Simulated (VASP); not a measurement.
# SnSe2 (P-3m1) in VASP: further runs, part 2 of 2

VASP 6.6.1.

### 4 Single point, PBE (uniaxial z strain +2.0%)

File INCAR:

```
  PREC = Accurate
  ENCUT = 520
  EDIFF = 1E-6
  ISMEAR = -1
  SIGMA = 0.02
  LREAL = F
  LASPH = T
  NELM = 80
  ALGO = Normal
  ISIF = 2
  LWAVE = F
  LCHARG = F
  GGA = PE
  NBANDS = 20
```

File KPOINTS:

```
regular mesh
0
Gamma
  12 12 4
```

File POSCAR:

```
SnSe2
1.0
    3.8251493202      0.0000000000      0.0000000000
   -1.9125746601      3.3126764845      0.0000000000
    0.0000000000      0.0000000000      6.3516207428
Sn Se
1 2
Direct
    0.0000000000      0.0000000000      0.0000000000
    0.3333333333      0.6666666667      0.2485898278
    0.6666666667      0.3333333333      0.7514101722
```

Potentials or basis: VASP PAW PBE potentials, release 64 (Sn_d, Se).

Started as:

```
> cat potpaw_PBE.64/Sn_d/POTCAR potpaw_PBE.64/Se/POTCAR > POTCAR
> mpirun -np 1 vasp_std > vasp.out
```

OUTCAR:

```text
PREC = Accurate
   ENCUT = 520
   EDIFF = 1E-6
   ISMEAR = -1
   LREAL = F
   LASPH = T
   NELM = 80
   ISIF = 2
   GGA = PE

 ion  position               nearest neighbor table
   1  0.000  0.000  0.000-   2 2.71   3 2.71   2 2.71   3 2.71   2 2.71   3 2.71
   2  0.333  0.667  0.249-   1 2.71   1 2.71   1 2.71
   3  0.667  0.333  0.751-   1 2.71   1 2.71   1 2.71

  LATTYP: Found a hexagonal cell.
 ALAT       =     3.8251493202
 C/A-ratio  =     1.6604896204

  Lattice vectors:

 A1 = (   3.8251493202,   0.0000000000,   0.0000000000)
 A2 = (  -1.9125746601,   3.3126764845,   0.0000000000)
 A3 = (   0.0000000000,   0.0000000000,   6.3516207428)

Analysis of symmetry for initial positions (statically):
=====================================================================
 Subroutine PRICEL returns:
 Original cell was already a primitive cell.

 Routine SETGRP: Setting up the symmetry group for a
 hexagonal supercell.

 Subroutine GETGRP returns: Found 12 space group operations
 (whereof 12 operations were pure point group operations)
 out of a pool of 24 trial point group operations.

The static configuration has the point symmetry D_3d.

Analysis of symmetry for dynamics (positions and initial velocities):
=====================================================================
 Subroutine PRICEL returns:
 Original cell was already a primitive cell.

 Routine SETGRP: Setting up the symmetry group for a
 hexagonal supercell.

 Subroutine GETGRP returns: Found 12 space group operations
 (whereof 12 operations were pure point group operations)
 out of a pool of 24 trial point group operations.

The dynamic configuration has the point symmetry D_3d.

 Subroutine INISYM returns: Found 12 space group operations
 (whereof 12 operations are pure point group operations),
 and found     1 'primitive' translations

----------------------------------------------------------------------------------------

                                     Primitive cell

  volume of cell :      80.4844

  direct lattice vectors                    reciprocal lattice vectors
     3.825149320  0.000000000  0.000000000     0.261427703  0.150935355  0.000000000
    -1.912574660  3.312676484  0.000000000     0.000000000  0.301870709  0.000000000
     0.000000000  0.000000000  6.351620743     0.000000000  0.000000000  0.157440131

  length of vectors
     3.825149320  3.825149320  6.351620743     0.301870709  0.301870709  0.157440131

  position of ions in fractional coordinates (direct lattice)
     0.000000000  0.000000000  0.000000000
     0.333333333  0.666666667  0.248589828
     0.666666667  0.333333333  0.751410172

  ion indices of the primitive-cell ions
   primitive index   ion index
                 1           1
                 2           2
                 3           3

----------------------------------------------------------------------------------------

 KPOINTS: regular mesh

Automatic generation of k-mesh.
 Grid dimensions read from file:
 generate k-points for:   12   12    4

 Generating k-lattice:

  Cartesian coordinates                     Fractional coordinates (reciprocal lattice)
     0.021785642  0.012577946  0.000000000     0.083333333  0.000000000  0.000000000
     0.000000000  0.025155892  0.000000000     0.000000000  0.083333333  0.000000000
     0.000000000  0.000000000  0.039360033     0.000000000  0.000000000  0.250000000

  Length of vectors
     0.025155892  0.025155892  0.039360033

  Shift w.r.t. Gamma in fractional coordinates (k-lattice)
     0.000000000  0.000000000  0.000000000

 Subroutine IBZKPT returns following result:
 ===========================================

 Found     69 irreducible k-points:

 Following reciprocal coordinates:
            Coordinates               Weight
  0.000000  0.000000  0.000000      1.000000
  0.083333  0.000000  0.000000      6.000000
  0.166667  0.000000  0.000000      6.000000
  0.250000  0.000000  0.000000      6.000000
  0.333333  0.000000  0.000000      6.000000
  0.416667 -0.000000  0.000000      6.000000
[... 16 lines left out ...]
  0.166667  0.000000  0.250000      6.000000
  0.000000  0.166667  0.250000      6.000000
 [... further k-points ...]
   k-points           NKPTS =     69   k-points in BZ     NKDIM =     69   number of bands    NBANDS=     20
   number of dos      NEDOS =    301   number of ions     NIONS =      3
   total plane-waves  NPLWV =  37632
   dimension x,y,z NGX =    28 NGY =   28 NGZ =   48
   dimension x,y,z NGXF=    56 NGYF=   56 NGZF=   96
   ions per type =               1   2
   NGX,Y,Z   is equivalent  to a cutoff of  12.17, 12.17, 12.56 a.u.
   NGXF,Y,Z  is equivalent  to a cutoff of  24.34, 24.34, 25.13 a.u.
 SYSTEM =  unknown system
   PREC   = accura    normal or accurate (medium, high low for compatibility)
   ISTART =      0    job   : 0-new  1-cont  2-samecut
   ICHARG =      2    charge: 1-file 2-atom 10-const
   ISPIN  =      1    spin polarized calculation?
   LNONCOLLINEAR =      F non collinear calculations
   LSORBIT =      F    spin-orbit coupling
   LASPH  =      T    aspherical Exc in radial PAW
   ENCUT  =  520.0 eV  38.22 Ry    6.18 a.u.   7.11  7.11 11.81*2*pi/ulx,y,z
   NELM   =     80;   NELMIN=  2; NELMDL= -5     # of ELM steps
   EDIFF  = 0.1E-05   stopping-criterion for ELM
   LREAL  =      F    real-space projection
   EDIFFG = 0.1E-04   stopping-criterion for IOM
   NSW    =      0    number of steps for IOM
   IBRION =     -1    ionic relax: 0-MD 1-quasi-New 2-CG
   NFREE  =      0    steps in history (QN), initial steepest desc. (CG)
   ISIF   =      2    stress and relaxation
   ISYM   =      2    0-nonsym 1-usesym 2-fastsym
   POTIM  = 0.5000    time-step for ionic-motion
   TEBEG  =    0.0;   TEEND  =   0.0 temperature during run
   PSTRESS=    0.0 pullay stress
   NELECT =      26.0000    total number of electrons
   NUPDOWN=      -1.0000    fix difference up-down
   EMIN   =  10.00;   EMAX   =-10.00  energy-range for DOS
   EFERMI =   0.00;   METHOD = LEGACY
   ISMEAR =    -1;   SIGMA  =   0.02  broadening in eV -4-tet -1-fermi 0-gaus
   EFERMI_NEDOS =   21; number of points for ismear=-14 and -15
   IALGO  =     38    algorithm
   IMIX   =      4    mixing-type and parameters
     AMIX     =   0.40;   BMIX     =  1.00
     AMIX_MAG =   1.60;   BMIX_MAG =  1.00
  volume/ion in A,a.u.               =      26.83       181.05
  Fermi-wavevector in a.u.,A,eV,Ry     =   1.123299  2.122727 17.167833  1.261800
  Thomas-Fermi vector in A             =   2.259964
   LORBIT       =      0    0 simple, 1 ext, 2 COOP (PROOUT), +10 PAW based schemes
   GGA     = PE    functional components
   LHFCALC =     F    Hartree Fock is set to
   AEXX    =    0.0000 exact exchange contribution
   IVDW    =     0    specifies the selected vdW correction
   LEPSILON=     F    determine dielectric tensor
   LRPA    =     F    only Hartree local field effects (RPA)
 non-spin polarized calculation
  energy-cutoff  :      520.00
  volume of cell :       80.48
 maximum number of plane-waves:      2192
   NGX = 15   NGY = 15   NGZ = 23

 number of electron      26.0000001 magnetization

 Free energy of the ion-electron system (eV)
  ---------------------------------------------------
  ext. energy  EPLUGINS =         0.00000000
  ---------------------------------------------------
  free energy    TOTEN  =       -11.83702355 eV

  energy without entropy =      -11.83702355  energy(sigma->0) =      -11.83702355

 E-fermi :   4.0775     XC(G=0):  -9.2595

 val. band max:        3.6873932060   @ k =   0.1667   0.0000   0.0000
 cond. band min:       4.4369131761   @ k =   0.5000   0.0000   0.5000
 fundamental gap:      0.7495199701
 Fermi energy:         4.0774927061

 k-point     1 :       0.0000    0.0000    0.0000
  band No.  band energies     occupation
      1     -17.4848      2.00000
      2     -17.4848      2.00000
      3     -17.4474      2.00000
      4     -17.4362      2.00000
      5     -17.4362      2.00000
      6      -9.9931      2.00000
[... 12 lines left out ...]
     19      12.7045      0.00000
     20      12.7045      0.00000

 k-point     2 :       0.0833    0.0000    0.0000
  band No.  band energies     occupation
      1     -17.4876      2.00000
      2     -17.4822      2.00000
      3     -17.4456      2.00000
      4     -17.4380      2.00000
      5     -17.4360      2.00000
      6      -9.9258      2.00000
[... 498 lines left out ...]
 k-point    24 :       0.0000    0.1667    0.2500
  band No.  band energies     occupation
      1     -17.4959      2.00000
      2     -17.4758      2.00000
      3     -17.4440      2.00000
      4     -17.4386      2.00000
      5     -17.4349      2.00000
      6      -9.6645      2.00000
[... 12 lines left out ...]
     19      11.8123      0.00000
     20      12.7479      0.00000

 [... further k-points ...]
[... 5 lines left out ...]
  --------------------------------------------------------------------------------------
  -------------------------------------------------------------------------------------
  Total        1.3164450      1.3164450      1.3009810      0.0000000      0.0000000     -0.0000000
  in kB       26.2060348     26.2060348     25.8981986      0.0000000      0.0000000     -0.0000000
  external PRESSURE =      26.1034227 kB  Pullay stress =       0.0000000 kB

 VOLUME and BASIS-vectors are now :
 -----------------------------------------------------------------------------
  energy-cutoff  :      520.00
  volume of cell :       80.48
      direct lattice vectors                 reciprocal lattice vectors
     3.825149320  0.000000000  0.000000000     0.261427703  0.150935355  0.000000000
    -1.912574660  3.312676484  0.000000000     0.000000000  0.301870709  0.000000000
     0.000000000  0.000000000  6.351620743     0.000000000  0.000000000  0.157440131

 POSITION                                       TOTAL-FORCE (eV/Angst)
 -----------------------------------------------------------------------------------
      0.00000      0.00000      0.00000        -0.000000      0.000000     -0.000000
     -0.00000      2.20845      1.57895        -0.000000     -0.000000      0.265040
      1.91257      1.10423      4.77267         0.000000      0.000000     -0.265040
 -----------------------------------------------------------------------------------
    total drift:                                0.000000      0.000000      0.000000

  FREE ENERGIE OF THE ION-ELECTRON SYSTEM (eV)
  ---------------------------------------------------
  free  energy   TOTEN  =       -11.8370235481 eV

  energy  without entropy=      -11.8370235479  energy(sigma->0) =      -11.83702355
```

OSZICAR:

```text
N       E                     dE             d eps       ncg     rms          rms(c)
DAV:   1     0.203810486213E+03    0.20381E+03   -0.12124E+04  2820   0.145E+03
DAV:   2     0.116488842973E+02   -0.19216E+03   -0.18507E+03  2904   0.383E+02
DAV:   3    -0.113024430975E+02   -0.22951E+02   -0.22587E+02  3468   0.114E+02
DAV:   4    -0.120815015532E+02   -0.77906E+00   -0.77794E+00  3248   0.218E+01
DAV:   5    -0.121007117858E+02   -0.19210E-01   -0.19209E-01  3876   0.362E+00    0.494E+00
DAV:   6    -0.118535639675E+02    0.24715E+00   -0.51733E-01  4156   0.738E+00    0.318E+00
DAV:   7    -0.118365357264E+02    0.17028E-01   -0.15275E-01  3200   0.243E+00    0.101E+00
DAV:   8    -0.118364832404E+02    0.52486E-04   -0.12021E-02  3504   0.102E+00    0.275E-01
DAV:   9    -0.118369831766E+02   -0.49994E-03   -0.15056E-03  3116   0.296E-01    0.840E-02
DAV:  10    -0.118369930036E+02   -0.98269E-05   -0.11935E-04  3704   0.753E-02    0.334E-02
DAV:  11    -0.118370234115E+02   -0.30408E-04   -0.44286E-05  3028   0.369E-02    0.832E-03
DAV:  12    -0.118370235481E+02   -0.13657E-06   -0.24759E-06  3120   0.114E-02
   1 F= -.11837024E+02 E0= -.11837024E+02  d E =-.175203E-09
```

Run time: 59 s. Hardware: 1 thread of Intel Xeon Platinum 8375C at 2.90GHz (Ice Lake), shared host; peak memory 0.25 GiB.

Results:

| Item | Value |
| --- | --- |
| Free energy | -11.8370 eV |
| Pressure | 2.6 GPa |
| Largest force | 0.265 eV/Å |
| Band gap on the k mesh | 0.75 eV, indirect (least direct gap 1.19 eV) |

Forces on the atoms (eV/Å):
```
Sn   0.000  0.000  0.000
Se   0.000  0.000  0.265
Se   0.000  0.000 -0.265
```

Levels at points of the mesh, in eV from the valence-band top:
```csv
k point,band 9,band 10,band 11,band 12,band 13,band 14,band 15,band 16,band 17,band 18
"(0.00, 0.00, 0.00)",-0.51,-0.51,-0.21,-0.21,-0.18,1.08,3.12,4.69,4.69,7.94
"(0.50, 0.00, 0.00)",-4.29,-2.76,-2.38,-1.12,-0.24,1.14,3.82,5.43,5.48,6.78
"(0.00, 0.00, 0.50)",-1.97,-0.58,-0.58,-0.09,-0.09,2.42,3.04,4.48,4.48,8.08
"(0.50, 0.00, 0.50)",-4.66,-2.24,-1.99,-0.75,-0.56,0.75,4.22,4.78,5.80,6.13
```

Caveat: the cell differs from its parent crystal (uniaxial z strain +2.0%); spin-orbit coupling is left out, which moves the levels of the heavy elements; this functional lacks dispersion, which binds the layers, so the pressure and a relaxed spacing across them are unreliable.

### 5 Overview

| cell | gap on the mesh (eV) | pressure (GPa) | largest force (eV/Å) |
| --- | --- | --- | --- |
| a = 3.749, b = 3.749, c = 6.340 Å, angles 90.0, 90.0, 120.0°, 3 atoms | 0.60 | 4.8 | 0.29 |
| a = 3.806, b = 3.806, c = 6.260 Å, angles 90.0, 90.0, 120.0°, 3 atoms | 0.74 | 3.4 | 0.28 |
| a = 3.825, b = 3.825, c = 6.352 Å, angles 90.0, 90.0, 120.0°, 3 atoms | 0.75 | 2.6 | 0.27 |

Alike in all rows: task single point; level PBE; potentials or basis VASP PAW PBE potentials, release 64 (Sn_d, Se); no spin polarisation; k mesh 12 × 12 × 4; cutoff (eV) 520; smearing fermi-dirac 0.02 eV.

Caveats: spin-orbit coupling is left out, which moves the levels of the heavy elements; this functional lacks dispersion, which binds the layers, so the pressure and a relaxed spacing across them are unreliable.

Absolute energies hang on the potentials; compare differences alone.
